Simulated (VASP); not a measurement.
Wanted: the native input for a VASP 6.6.1 run.

```yaml
Task: single point
Functional: LDA
Potentials_or_basis: VASP PAW LDA potentials, release 64 (Cs_sv, H)
Cutoff: 520 eV
k_mesh: 8 × 8 × 8
Occupations: gaussian, width 0.05 eV
Spin: no spin polarisation
Dipole_correction: no
Further_INCAR_settings: ALGO = Normal; EDIFF = 1e-06; NBANDS = 12
```

The structure of CsH lies in POSCAR:

```
CsH
1.0
    4.0408971555      1.0102242889      1.0102242889
    1.0102242889      4.0408971555      1.0102242889
    1.0102242889      1.0102242889      4.0408971555
Cs H
1 1
Direct
    0.0000000000      0.0000000000      0.0000000000
    0.5000000000      0.5000000000      0.5000000000
```

This cell differs from its parent crystal: ratio of the length along [111] to the lengths across it x 2.0, volume and fractional coordinates fixed.

These files were run (other wordings do the same):

INCAR

```
ALGO = Normal
EDIFF = 1E-6
ENCUT = 520
ISIF = 2
ISMEAR = 0
LASPH = True
LCHARG = False
LREAL = False
LWAVE = False
NBANDS = 12
NELM = 80
PREC = Accurate
SIGMA = 0.05
```

KPOINTS

```
k-points
0
Gamma
  8 8 8
```

Potentials or basis: VASP PAW LDA potentials, release 64 (Cs_sv, H).

Launch:

```console
$ cat potpaw_LDA.64/Cs_sv/POTCAR potpaw_LDA.64/H/POTCAR > POTCAR
$ mpirun -np 1 vasp_std > vasp.out
```

Results of the run:

| Property | Result |
| --- | --- |
| Pressure | 0.3 GPa |
| Band gap on the k mesh | 1.69 eV, direct |

Caveat: spin-orbit coupling is left out, which moves the levels of the heavy elements.

It took 7.9 s on 1 thread of AMD EPYC 9R45 96-Core Processor (Zen 5), with other jobs on the host, peak memory 0.13 GiB.
